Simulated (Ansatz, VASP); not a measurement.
**ZnCu: VASP beside Ansatz**

The input INCAR:

```
PREC = Accurate
ENCUT = 520
EDIFF = 1E-8
ISMEAR = -1
SIGMA = 0.05
LREAL = F
LASPH = T
NELM = 100
ALGO = Normal
ISIF = 2
LWAVE = F
LCHARG = F
GGA = PS
LEFG = T
NBANDS = 18
```

The input KPOINTS:

```
regular mesh
0
Gamma
  14 14 14
```

The input POSCAR:

```
ZnCu
1.0
    2.9450000000     -0.0147250000     -0.0147250000
   -0.0147250000      2.9450000000     -0.0147250000
   -0.0147250000     -0.0147250000      2.9450000000
Zn Cu
1 1
Direct
    0.5000000000      0.5000000000      0.5000000000
    0.0000000000      0.0000000000      0.0000000000
```

Input for Ansatz:

```yaml
crystal:
  lattice:
    - [2.945, -0.014725, -0.014725]
    - [-0.014725, 2.945, -0.014725]
    - [-0.014725, -0.014725, 2.945]
  atoms:
    - { symbol: Zn, position: [0.5, 0.5, 0.5] }
    - { symbol: Cu, position: [0.0, 0.0, 0.0] }
kpoints:
  mp_grid: { grid: [14, 14, 14] }
scf:
  occupations: { method: fermi_dirac, width: 0.05 }
hamiltonian:
  xc: pbesol
  pseudopotentials: { kind: all_electron, datasets: crystal }
output:
  forces: true
  stress: true
  eigenvalues: true
  efg: { contact_densities: true }
```

Change from the starting cell: equal xy, yz and zx shear strains of -1 %, crystal datasets.

Alike in both runs: task electric field gradients; functional PBEsol; k mesh 14 × 14 × 14; occupations fermi-dirac, width 0.05 eV; no spin polarisation.

|  | VASP | Ansatz |
| --- | --- | --- |
| version | VASP 6.6.1 | Ansatz 0.2.0 |
| potentials or method | VASP PAW PBE potentials, release 64 (Zn, Cu), cutoff 520 eV | all-electron PAW with datasets made for the crystal, scalar-relativistic |

Ansatz gave:

```
pressure (GPa)                                                : -4.7
traceless stress, the component that is largest in VASP (GPa) : 1.00
size of Vzz on the site where it differs most (V/Å²)          : 2.3
```

What did VASP give for the same quantities?

Pressure (GPa): -4.0; traceless stress, the component that is largest in VASP (GPa): 1.01; size of Vzz on the site where it differs most (V/Å²): 2.9.

VASP's potentials were made for PBE, not for PBEsol. Ansatz ran all-electron here, and VASP with PAW potentials.
